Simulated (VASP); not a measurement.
**HfN: single point with PBE**

The system is HfN.

```
Hf N
1.0
     0.00000    2.45482    2.45482
     2.45482    0.00000    2.45482
     2.45482    2.45482    0.00000
Hf N
1 1
Direct
  0.01782 0.01782 0.98218
  0.75000 0.75000 0.75000
```

This cell differs from its parent crystal: all Hf atoms moved +0.087 Å, as atom 1 along Cartesian [0 0 1].

| Item | Value |
| --- | --- |
| Program | VASP 6.6.1 |
| Task | single point |
| Functional | PBE |
| Potentials or basis | VASP PAW PBE potentials, release 64 (Hf_pv, N) |
| Cutoff | 520 eV |
| k mesh | 16 × 16 × 16 |
| Occupations | gaussian, width 0.15 eV |
| Spin | no spin polarisation |
| Dipole correction | no |
| Further INCAR settings | ALGO = Normal; EDIFF = 1e-07; NBANDS = 14 |

| Property | Result |
| --- | --- |
| Pressure | 0.5 GPa |
| Largest force | 1.019 eV/Å |

Forces on the atoms (eV/Å):
```
Hf   0.000  0.000 -1.019
N    0.000  0.000  1.019
```

Stress tensor (GPa, compression positive):
```
 0.61 -4.87  0.00
-4.87  0.61  0.00
 0.00  0.00  0.18
```

Levels at points of the mesh, in eV from the Fermi level:
```tsv
k point	band 5	band 6	band 7	band 8	band 9	band 10
(0.00, 0.00, 0.00)	-5.57	-5.48	-5.32	-0.75	2.22	2.24
(0.50, 0.00, 0.00)	-5.72	-4.83	-4.65	1.23	2.38	3.01
(0.00, 0.00, 0.50)	-5.73	-5.08	-4.91	1.80	2.49	3.01
(0.50, 0.50, 0.00)	-6.88	-3.72	-3.52	-1.19	2.27	4.03
(0.00, 0.50, 0.50)	-6.90	-3.65	-3.62	-1.12	2.19	4.02
```

It took 120 s on 1 thread of Intel(R) Xeon(R) 6975P-C (Granite Rapids), with other jobs on the host, peak memory 0.38 GiB.

Caveat: the cell differs from its parent crystal (all Hf atoms moved +0.087 Å, as atom 1 along Cartesian [0 0 1]); spin-orbit coupling is left out, which moves the levels of the heavy elements; forces of over 1 eV/Å act on the atoms, so gaps and moduli don't describe the material at rest.
